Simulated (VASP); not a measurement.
C: single point with LDA

C:

```
C
1.0
     1.24485    0.71871    3.25715
    -1.24485    0.71871    3.25715
     0.00000   -1.43743    3.25715
C
2
Direct
  0.16400 0.16400 0.16400
  0.83600 0.83600 0.83600
```

This cell differs from its parent crystal: ratio of the length along z to the lengths across it x 0.96, volume and fractional coordinates fixed.

* Program: VASP 6.6.1
* Task: single point
* Functional: LDA
* Potentials or basis: VASP PAW LDA potentials, release 64 (C)
* Cutoff: 520 eV
* k mesh: 12 × 12 × 12
* Occupations: gaussian, width 0.05 eV
* Spin: no spin polarisation
* Dipole correction: no
* Further INCAR settings: ALGO = Normal; EDIFF = 1e-07; NBANDS = 11

```
Pressure               : -14.1 GPa
Largest force          : 0.854 eV/Å
Band gap on the k mesh : 0.91 eV, direct
```

Forces on the atoms (eV/Å):
```
C    0.000  0.000  0.854
C    0.000  0.000 -0.854
```

Stress tensor (GPa, compression positive):
```
-21.10   0.00   0.00
  0.00 -21.10   0.00
  0.00   0.00  -0.07
```

Levels at points of the mesh, in eV from the valence-band top:
| k point | band 1 | band 2 | band 3 | band 4 | band 5 | band 6 | band 7 | band 8 | band 9 |
| --- | --- | --- | --- | --- | --- | --- | --- | --- | --- |
| (0.00, 0.00, 0.00) | -18.77 | -5.66 | -2.50 | -2.50 | 4.68 | 8.60 | 8.60 | 11.39 | 12.77 |
| (0.50, 0.00, 0.00) | -13.50 | -12.51 | -5.76 | -1.32 | 2.30 | 7.92 | 12.46 | 12.62 | 18.74 |
| (0.50, 0.50, 0.00) | -13.35 | -12.39 | -5.84 | -2.32 | 1.73 | 7.40 | 13.14 | 15.87 | 19.52 |
| (0.50, 0.50, 0.50) | -18.36 | -8.07 | -2.53 | -2.53 | 8.55 | 8.55 | 11.45 | 11.53 | 12.51 |

Run time: 30 s on 1 thread of AMD EPYC 9R45 96-Core Processor (Zen 5), with other jobs on the host, peak memory 0.12 GiB.

 A k mesh can miss the band edges.
